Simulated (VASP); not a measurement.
# Cd4Se (P-4m2) in VASP: single point with PBE

Aim: the single point of Cd4Se with PBE.

All numbers are computed with VASP 6.6.1; they aren't measurements. Logs are shortened: lines on timing, memory, paths and dates and some standing lists are left out, and cuts for length are marked.

### Step 1. The cell of the first run

The structure is tetragonal, space group P-4m2 (No. 115). The conventional cell has a = 4.240 Å, b = 4.240 Å, c = 7.845 Å, α = 90.00°, β = 90.00°, γ = 90.00°. Within 3.6 Å of Cd (site symmetry 2mm) lie 2 Se at 2.71 Å and 4 Cd at 3.08 Å. Within 4.0 Å of Cd (site symmetry -4m2) lie 8 Cd at 3.00 to 3.08 Å and 2 Se at 3.92 Å. Cd (site symmetry -4m2) has 8 Cd at 3.00 to 3.08 Å within 3.9 Å. Within 3.6 Å of Se (site symmetry -4m2) lie 4 Cd at 2.71 Å.

### Step 2. Single point, PBE

POSCAR reads:

```
Cd4Se
1.0
    4.2395342960      0.0000000000      0.0000000000
    0.0000000000      4.2395342960      0.0000000000
    0.0000000000      0.0000000000      7.8446135152
Cd Se
4 1
Direct
    0.5000000000      0.0000000000      0.7839837964
    0.0000000000      0.5000000000      0.2160162036
    0.0000000000      0.0000000000      0.5000000000
    0.5000000000      0.5000000000      0.5000000000
    0.0000000000      0.0000000000      0.0000000000
```

INCAR.step1 reads:

```
SYSTEM = Cd4Se
  ALGO = Normal
  EDIFF = 1E-6
  ENCUT = 520
  GGA = PE
  ISIF = 2
  ISMEAR = 0
  LASPH = .True.
  LCHARG = .True.
  LREAL = .False.
  LWAVE = .False.
  NBANDS = 35
  NELM = 100
  PREC = Accurate
  SIGMA = 0.1
```

KPOINTS.step1 reads:

```
k-points
0
Gamma
  8 8 4
  0 0 0
```

INCAR.step2 reads:

```
SYSTEM = Cd4Se
  ALGO = Normal
  EDIFF = 1E-6
  ENCUT = 520
  GGA = PE
  ICHARG = 11
  ISIF = 2
  ISMEAR = -5
  LASPH = .True.
  LCHARG = .False.
  LORBIT = 11
  LREAL = .False.
  LWAVE = .False.
  NEDOS = 1001
  NELM = 100
  PREC = Accurate
  SIGMA = 0.1
```

KPOINTS.step2 reads:

```
k-points
0
Gamma
  12 12 6
  0 0 0
```

Potentials or basis: VASP PAW PBE potentials, release 64 (Cd, Se).

Started as:

```console
$ cat potpaw_PBE.64/Cd/POTCAR potpaw_PBE.64/Se/POTCAR > POTCAR
$ cp INCAR.step1 INCAR
$ cp KPOINTS.step1 KPOINTS
$ mpirun -np 1 vasp_std > vasp.out
$ cp INCAR.step2 INCAR
$ cp KPOINTS.step2 KPOINTS
$ mpirun -np 1 vasp_std > vasp.out
```

OUTCAR:

```text
SYSTEM = Cd4Se
   EDIFF = 1E-6
   ENCUT = 520
   GGA = PE
   ICHARG = 11
   ISIF = 2
   ISMEAR = -5
   LASPH = .True.
   LORBIT = 11
   LREAL = .False.
   NELM = 100
   PREC = Accurate

 ion  position               nearest neighbor table
   1  0.500  0.000  0.784-   5 2.71   5 2.71   3 3.08   4 3.08   3 3.08   4 3.08
   2  0.000  0.500  0.216-   5 2.71   5 2.71   3 3.08   3 3.08   4 3.08   4 3.08
   3  0.000  0.000  0.500-   4 3.00   4 3.00   4 3.00   4 3.00   2 3.08   1 3.08   1 3.08   2 3.08

   4  0.500  0.500  0.500-   3 3.00   3 3.00   3 3.00   3 3.00   2 3.08   2 3.08   1 3.08   1 3.08

   5  0.000  0.000  0.000-   1 2.71   2 2.71   2 2.71   1 2.71

  LATTYP: Found a simple tetragonal cell.
 ALAT       =     4.2395342960
 C/A-ratio  =     1.8503479315

  Lattice vectors:

 A1 = (   4.2395342960,   0.0000000000,   0.0000000000)
 A2 = (   0.0000000000,   4.2395342960,   0.0000000000)
 A3 = (   0.0000000000,   0.0000000000,   7.8446135152)

Analysis of symmetry for initial positions (statically):
=====================================================================
 Subroutine PRICEL returns:
 Original cell was already a primitive cell.

 Routine SETGRP: Setting up the symmetry group for a
 simple tetragonal supercell.

 Subroutine GETGRP returns: Found  8 space group operations
 (whereof  8 operations were pure point group operations)
 out of a pool of 16 trial point group operations.

The static configuration has the point symmetry D_2d.

Analysis of symmetry for dynamics (positions and initial velocities):
=====================================================================
 Subroutine PRICEL returns:
 Original cell was already a primitive cell.

 Routine SETGRP: Setting up the symmetry group for a
 simple tetragonal supercell.

 Subroutine GETGRP returns: Found  8 space group operations
 (whereof  8 operations were pure point group operations)
 out of a pool of 16 trial point group operations.

The dynamic configuration has the point symmetry D_2d.

 Subroutine INISYM returns: Found  8 space group operations
 (whereof  8 operations are pure point group operations),
 and found     1 'primitive' translations

----------------------------------------------------------------------------------------

                                     Primitive cell

  volume of cell :     140.9963

  direct lattice vectors                    reciprocal lattice vectors
     4.239534296  0.000000000  0.000000000     0.235874964  0.000000000  0.000000000
     0.000000000  4.239534296  0.000000000     0.000000000  0.235874964  0.000000000
     0.000000000  0.000000000  7.844613515     0.000000000  0.000000000  0.127476006

  length of vectors
     4.239534296  4.239534296  7.844613515     0.235874964  0.235874964  0.127476006

  position of ions in fractional coordinates (direct lattice)
     0.500000000  0.000000000  0.783983796
     0.000000000  0.500000000  0.216016204
     0.000000000  0.000000000  0.500000000
     0.500000000  0.500000000  0.500000000
     0.000000000  0.000000000  0.000000000

  ion indices of the primitive-cell ions
   primitive index   ion index
                 1           1
                 2           2
                 3           3
                 4           4
                 5           5

----------------------------------------------------------------------------------------

 KPOINTS: k-points

Automatic generation of k-mesh.
 Grid dimensions read from file:
 generate k-points for:   12   12    6

 Generating k-lattice:

  Cartesian coordinates                     Fractional coordinates (reciprocal lattice)
     0.019656247  0.000000000  0.000000000     0.083333333  0.000000000  0.000000000
     0.000000000  0.019656247  0.000000000     0.000000000  0.083333333  0.000000000
     0.000000000  0.000000000  0.021246001     0.000000000  0.000000000  0.166666667

  Length of vectors
     0.019656247  0.019656247  0.021246001

  Shift w.r.t. Gamma in fractional coordinates (k-lattice)
     0.000000000  0.000000000  0.000000000

 TETIRR: Found   1296 inequivalent tetrahedra from     5184

 Subroutine IBZKPT returns following result:
 ===========================================

 Found    112 irreducible k-points:

 Following reciprocal coordinates:
            Coordinates               Weight
  0.000000  0.000000  0.000000      1.000000
  0.083333  0.000000  0.000000      4.000000
  0.166667  0.000000  0.000000      4.000000
  0.250000  0.000000  0.000000      4.000000
  0.333333  0.000000  0.000000      4.000000
  0.416667  0.000000  0.000000      4.000000
[... 16 lines left out ...]
  0.333333  0.333333  0.000000      4.000000
  0.416667  0.333333  0.000000      8.000000
 [... further k-points ...]
   k-points           NKPTS =    112   k-points in BZ     NKDIM =    112   number of bands    NBANDS=     32
   number of dos      NEDOS =   1001   number of ions     NIONS =      5
   total plane-waves  NPLWV =  61440
   dimension x,y,z NGX =    32 NGY =   32 NGZ =   60
   dimension x,y,z NGXF=    64 NGYF=   64 NGZF=  120
   ions per type =               4   1
   NGX,Y,Z   is equivalent  to a cutoff of  12.55, 12.55, 12.72 a.u.
   NGXF,Y,Z  is equivalent  to a cutoff of  25.10, 25.10, 25.43 a.u.
 SYSTEM =  Cd4Se
   PREC   = accura    normal or accurate (medium, high low for compatibility)
   ISTART =      0    job   : 0-new  1-cont  2-samecut
   ICHARG =     11    charge: 1-file 2-atom 10-const
   ISPIN  =      1    spin polarized calculation?
   LNONCOLLINEAR =      F non collinear calculations
   LSORBIT =      F    spin-orbit coupling
   LASPH  =      T    aspherical Exc in radial PAW
   ENCUT  =  520.0 eV  38.22 Ry    6.18 a.u.   7.88  7.88 14.59*2*pi/ulx,y,z
   NELM   =    100;   NELMIN=  2; NELMDL=  0     # of ELM steps
   EDIFF  = 0.1E-05   stopping-criterion for ELM
   LREAL  =      F    real-space projection
   EDIFFG = 0.1E-04   stopping-criterion for IOM
   NSW    =      0    number of steps for IOM
   IBRION =     -1    ionic relax: 0-MD 1-quasi-New 2-CG
   NFREE  =      0    steps in history (QN), initial steepest desc. (CG)
   ISIF   =      2    stress and relaxation
   ISYM   =      2    0-nonsym 1-usesym 2-fastsym
   POTIM  = 0.5000    time-step for ionic-motion
   TEBEG  =    0.0;   TEEND  =   0.0 temperature during run
   PSTRESS=    0.0 pullay stress
   NELECT =      54.0000    total number of electrons
   NUPDOWN=      -1.0000    fix difference up-down
   EMIN   =  10.00;   EMAX   =-10.00  energy-range for DOS
   EFERMI =   0.00;   METHOD = LEGACY
   ISMEAR =    -5;   SIGMA  =   0.10  broadening in eV -4-tet -1-fermi 0-gaus
   EFERMI_NEDOS =   21; number of points for ismear=-14 and -15
   IALGO  =     38    algorithm
   IMIX   =      4    mixing-type and parameters
     AMIX     =   0.40;   BMIX     =  1.00
     AMIX_MAG =   1.60;   BMIX_MAG =  1.00
  volume/ion in A,a.u.               =      28.20       190.30
  Fermi-wavevector in a.u.,A,eV,Ry     =   1.188877  2.246651 19.230851  1.413428
  Thomas-Fermi vector in A             =   2.324996
   LORBIT       =     11    0 simple, 1 ext, 2 COOP (PROOUT), +10 PAW based schemes
   GGA     = PE    functional components
   LHFCALC =     F    Hartree Fock is set to
   AEXX    =    0.0000 exact exchange contribution
   IVDW    =     0    specifies the selected vdW correction
   LEPSILON=     F    determine dielectric tensor
   LRPA    =     F    only Hartree local field effects (RPA)
 non-spin polarized calculation
 Fermi weights with tetrahedron method with Bloechl corrections
  energy-cutoff  :      520.00
  volume of cell :      141.00
 maximum number of plane-waves:      3824
 NGX is ok and might be reduce to    32

 number of electron      54.0000034 magnetization

 Free energy of the ion-electron system (eV)
  ---------------------------------------------------
  ext. energy  EPLUGINS =         0.00000000
  ---------------------------------------------------
  free energy    TOTEN  =        -7.02592884 eV

  energy without entropy =       -7.02592884  energy(sigma->0) =       -7.02592884

 E-fermi :   1.5439     XC(G=0):  -9.2638

 val. band max:        1.6161005027   @ k =   0.5000   0.2500   0.5000
 cond. band min:       1.4750762242   @ k =   0.5000   0.0000   0.3333
 fundamental gap:     -0.1410242785
 Fermi energy:         1.5438509526

 k-point     1 :       0.0000    0.0000    0.0000
  band No.  band energies     occupation
      1     -11.6322      2.00000
      2      -8.0680      2.00000
      3      -7.9894      2.00000
      4      -7.8197      2.00000
      5      -7.7677      2.00000
      6      -7.7677      2.00000
[... 24 lines left out ...]
     31       5.0030      0.00000
     32       6.2734      0.00000

 k-point     2 :       0.0833    0.0000    0.0000
  band No.  band energies     occupation
      1     -11.6227      2.00000
      2      -8.0483      2.00000
      3      -7.9702      2.00000
      4      -7.8059      2.00000
      5      -7.7608      2.00000
      6      -7.7509      2.00000
[... 24 lines left out ...]
     31       5.1484      0.00000
     32       5.7173      0.00000

 k-point     3 :       0.1667    0.0000    0.0000
  band No.  band energies     occupation
      1     -11.5967      2.00000
      2      -7.9902      2.00000
      3      -7.9147      2.00000
      4      -7.7741      2.00000
      5      -7.7403      2.00000
      6      -7.6959      2.00000
[... 24 lines left out ...]
     31       5.4786      0.00000
     32       5.9249      0.00000

 k-point     4 :       0.2500    0.0000    0.0000
  band No.  band energies     occupation
      1     -11.5608      2.00000
      2      -7.8976      2.00000
      3      -7.8300      2.00000
      4      -7.7353      2.00000
      5      -7.7063      2.00000
      6      -7.6049      2.00000
[... 24 lines left out ...]
     31       5.7440      0.00000
     32       6.2909      0.00000

 k-point     5 :       0.3333    0.0000    0.0000
  band No.  band energies     occupation
      1     -11.5246      2.00000
      2      -7.7828      2.00000
      3      -7.7313      2.00000
      4      -7.6939      2.00000
      5      -7.6539      2.00000
      6      -7.5019      2.00000
[... 584 lines left out ...]
     31       4.6683      0.00000
     32       5.3027      0.00000

 k-point    22 :       0.5000    0.2500    0.0000
  band No.  band energies     occupation
      1     -11.4251      2.00000
      2      -7.6840      2.00000
      3      -7.6706      2.00000
      4      -7.6688      2.00000
      5      -7.6614      2.00000
      6      -7.4972      2.00000
[... 24 lines left out ...]
     31       4.7814      0.00000
     32       5.1821      0.00000

 k-point    23 :       0.3333    0.3333    0.0000
  band No.  band energies     occupation
      1     -11.4264      2.00000
      2      -7.8418      2.00000
      3      -7.7334      2.00000
      4      -7.6149      2.00000
      5      -7.5555      2.00000
      6      -7.5174      2.00000
[... 24 lines left out ...]
     31       4.4705      0.00000
     32       5.0158      0.00000

 k-point    24 :       0.4167    0.3333    0.0000
  band No.  band energies     occupation
      1     -11.4022      2.00000
      2      -7.8020      2.00000
      3      -7.7222      2.00000
      4      -7.6564      2.00000
      5      -7.6316      2.00000
      6      -7.5044      2.00000
[... 24 lines left out ...]
     31       4.4155      0.00000
     32       4.6839      0.00000

 [... further k-points ...]

------------------------ aborting loop because EDIFF is reached ----------------------------------------

  FORCE on cell =-STRESS in cart. coord.  units (eV):
  Direction    XX          YY          ZZ          XY          YZ          ZX
  --------------------------------------------------------------------------------------
  -------------------------------------------------------------------------------------
  Total        0.6840307      0.6840307      0.7822924      0.0000000      0.0000000      0.0000000
  in kB        7.7728146      7.7728146      8.8893873      0.0000000      0.0000000      0.0000000
  external PRESSURE =       8.1450055 kB  Pullay stress =       0.0000000 kB

 VOLUME and BASIS-vectors are now :
 -----------------------------------------------------------------------------
  energy-cutoff  :      520.00
  volume of cell :      141.00
      direct lattice vectors                 reciprocal lattice vectors
     4.239534296  0.000000000  0.000000000     0.235874964  0.000000000  0.000000000
     0.000000000  4.239534296  0.000000000     0.000000000  0.235874964  0.000000000
     0.000000000  0.000000000  7.844613515     0.000000000  0.000000000  0.127476006

 POSITION                                       TOTAL-FORCE (eV/Angst)
 -----------------------------------------------------------------------------------
      2.11977      0.00000      6.15005         0.000000     -0.000000     -0.027508
      0.00000      2.11977      1.69456        -0.000000     -0.000000      0.027508
      0.00000      0.00000      3.92231         0.000000     -0.000000     -0.000000
      2.11977      2.11977      3.92231         0.000000      0.000000     -0.000000
      0.00000      0.00000      0.00000         0.000000     -0.000000     -0.000000
 -----------------------------------------------------------------------------------
    total drift:                                0.000000      0.000000      0.000000

  FREE ENERGIE OF THE ION-ELECTRON SYSTEM (eV)
  ---------------------------------------------------
  free  energy   TOTEN  =        -7.0259288446 eV

  energy  without entropy=       -7.0259288446  energy(sigma->0) =       -7.02592884

 total charge

# of ion       s       p       d       tot
------------------------------------------
    1        0.500   0.254   9.515  10.269
    2        0.500   0.254   9.515  10.269
    3        0.587   0.237   9.495  10.319
    4        0.578   0.263   9.479  10.320
    5        1.463   2.325   0.020   3.808
--------------------------------------------------
tot          3.628   3.334  38.024  44.986
```

Run time: 3.4 min. Hardware: 1 thread of AMD EPYC 9R45 (Zen 5), shared host; peak memory 0.5 GiB.

Results:

* Valence electrons inside the program's atomic spheres: Cd 10.27, 10.32 (each value once); Se 3.81

Levels at points of the mesh, in eV from the Fermi level:
```csv
k point,band 24,band 25,band 26,band 27,band 28,band 29,band 30,band 31
"(0.00, 0.00, 0.00)",-1.92,-1.92,-0.55,0.08,1.92,1.92,2.96,3.46
"(0.50, 0.00, 0.00)",-3.73,-3.49,-1.58,-1.10,1.48,2.56,3.92,4.04
"(0.50, 0.50, 0.00)",-3.20,-2.12,-1.97,-1.97,-1.78,0.78,1.91,1.91
"(0.00, 0.00, 0.50)",-3.21,-1.83,-1.83,1.50,1.50,1.97,2.40,3.35
"(0.50, 0.00, 0.50)",-4.23,-2.24,-1.57,-0.59,0.27,2.02,3.63,4.12
"(0.50, 0.50, 0.50)",-3.55,-2.16,-2.16,-1.97,-0.57,0.00,1.44,2.72
```
